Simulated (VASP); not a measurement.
CdS (Hawleyite): single point with LDA

The system is CdS (Hawleyite).

```
Cd S
1.0
     2.84948    2.84948    0.00000
    -2.84948    2.84948    0.00000
     0.00000    2.84948    2.92098
Cd S
1 1
Cartesian
  0.0000 0.0000 0.0000
  1.4247 4.2742 1.4605
```

This cell differs from its parent crystal: in-plane strain -0.01, then relaxed in part.

```json
{
 "Program": "VASP 6.6.1",
 "Task": "single point",
 "Functional": "LDA",
 "Potentials or basis": "VASP PAW LDA potentials, release 64 (Cd, S)",
 "Cutoff": "520 eV",
 "k mesh": "8 × 8 × 8",
 "Occupations": "gaussian, width 0.01 eV",
 "Spin": "no spin polarisation",
 "Dipole correction": "no",
 "Further INCAR settings": "ALGO = Normal; EDIFF = 1e-07; NBANDS = 16"
}
```

```json
{"Pressure": "0.9 GPa", "Band gap on the k mesh": "0.96 eV, direct"}
```

Stress tensor (GPa, compression positive):
```
1.09 0.00 0.00
0.00 1.09 0.00
0.00 0.00 0.58
```

Levels at points of the mesh, in eV from the valence-band top:
| k point | band 7 | band 8 | band 9 | band 10 | band 11 | band 12 |
| --- | --- | --- | --- | --- | --- | --- |
| (0.00, 0.00, 0.00) | -0.08 | 0.00 | 0.00 | 0.96 | 6.32 | 6.33 |
| (0.50, 0.00, 0.00) | -4.83 | -0.92 | -0.81 | 2.81 | 6.72 | 6.92 |
| (0.50, 0.50, 0.00) | -4.23 | -2.17 | -2.12 | 3.17 | 4.11 | 9.21 |
| (0.00, 0.00, 0.50) | -4.39 | -2.04 | -2.04 | 3.27 | 4.33 | 8.95 |

Wall time 21 s on 1 thread of Intel(R) Xeon(R) Platinum 8559C (Emerald Rapids) (shared host), peak memory 0.17 GiB.

Caveat: the cell differs from its parent crystal (in-plane strain -0.01, then relaxed in part).
